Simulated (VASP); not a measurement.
Crystal: ZnS.

```
Zn S
1.0
     1.83564   -5.25245    0.00000
     1.83564    5.25245    0.00000
     0.00000    0.00000    4.05435
Zn S
2 2
Direct
  0.38685 0.61315 0.75000
  0.61315 0.38685 0.25000
  0.85650 0.14350 0.25000
  0.14350 0.85650 0.75000
```

* Program: VASP 6.6.1
* Task: relaxation of cell and atoms
* Functional: PBEsol
* Potentials or basis: VASP PAW PBE potentials, release 64 (Zn, S)
* Cutoff: 600 eV
* k mesh: 6 × 6 × 6
* Occupations: fermi-dirac, width 0.03 eV
* Spin: no spin polarisation

At the start: pressure -12.2 GPa; volume 19.55 Å³/atom.

Q: Where does the relaxation end?

A: Over 35 steps the energy falls by 371.8 meV/atom and the volume is 18.68 Å³/atom (-4.5 %); space group Cmcm (No. 63, to 0.1 Å) before and after.

Step by step:
```
step  energy change (eV)  largest force (eV/Å)  pressure (GPa)  volume (Å³)
   1              0.0000                0.9661          -12.18        78.18
   2             -0.7750                0.7434            2.28        62.52
   3             -0.7769                0.7179            1.29        63.11
   4             -0.8936                0.5531            1.81        62.86
   5             -0.9650                0.6915            3.72        62.38
   6             -1.0616                0.7543           -0.20        65.57
   7             -1.0927                0.7926           -3.58        69.04
   8             -1.1566                0.7556           -3.38        69.57
   9             -1.3152                0.6135           -2.59        71.10
  10             -1.4318                0.5116           -0.71        73.90
  11             -1.4357                0.4657           -1.08        73.29
  12             -1.4754                0.1445            0.66        71.94
  13             -1.4771                0.0491            1.20        71.62
  14             -1.4816                0.0483           -0.17        72.82
  15             -1.4820                0.0498            0.19        72.53
  16             -1.4820                0.0492            0.08        72.57
  17             -1.4820                0.0493            0.13        72.55
  18             -1.4828                0.0593            0.02        72.76
  19             -1.4839                0.0882           -0.25        73.36
  20             -1.4845                0.0708           -0.18        73.37
  21             -1.4851                0.0458            0.01        73.38
  22             -1.4854                0.0287            0.39        73.42
  23             -1.4855                0.0342            0.33        73.41
  24             -1.4860                0.0293            0.26        73.66
  25             -1.4865                0.0331           -0.01        74.32
  26             -1.4865                0.0273            0.09        74.21
  27             -1.4865                0.0308            0.03        74.26
  28             -1.4867                0.0225            0.03        74.39
  29             -1.4869                0.0403           -0.24        74.75
  30             -1.4869                0.0340           -0.19        74.61
  31             -1.4870                0.0305           -0.09        74.61
  32             -1.4871                0.0262            0.00        74.60
  33             -1.4871                0.0256            0.05        74.60
  34             -1.4871                0.0195            0.02        74.63
  35             -1.4872                0.0068            0.01        74.70
```

Final structure:
```cif
data_structure
_symmetry_space_group_name_H-M 'P 1'
_symmetry_Int_Tables_number 1
_cell_length_a 6.4893
_cell_length_b 6.4893
_cell_length_c 3.4609
_cell_angle_alpha 90.000
_cell_angle_beta 90.000
_cell_angle_gamma 149.167
_cell_volume 74.70
loop_
_atom_site_label
_atom_site_type_symbol
_atom_site_fract_x
_atom_site_fract_y
_atom_site_fract_z
_atom_site_occupancy
Zn1 Zn 0.32933 0.67067 0.75000 1
Zn2 Zn 0.67067 0.32933 0.25000 1
S1 S 0.86281 0.13719 0.25000 1
S2 S 0.13719 0.86281 0.75000 1
```

Caveat: a cell axis changed by over 15 % at a fixed basis, so the end point is rough; the PAW data sets were made with another functional, which shifts forces and pressure a little.
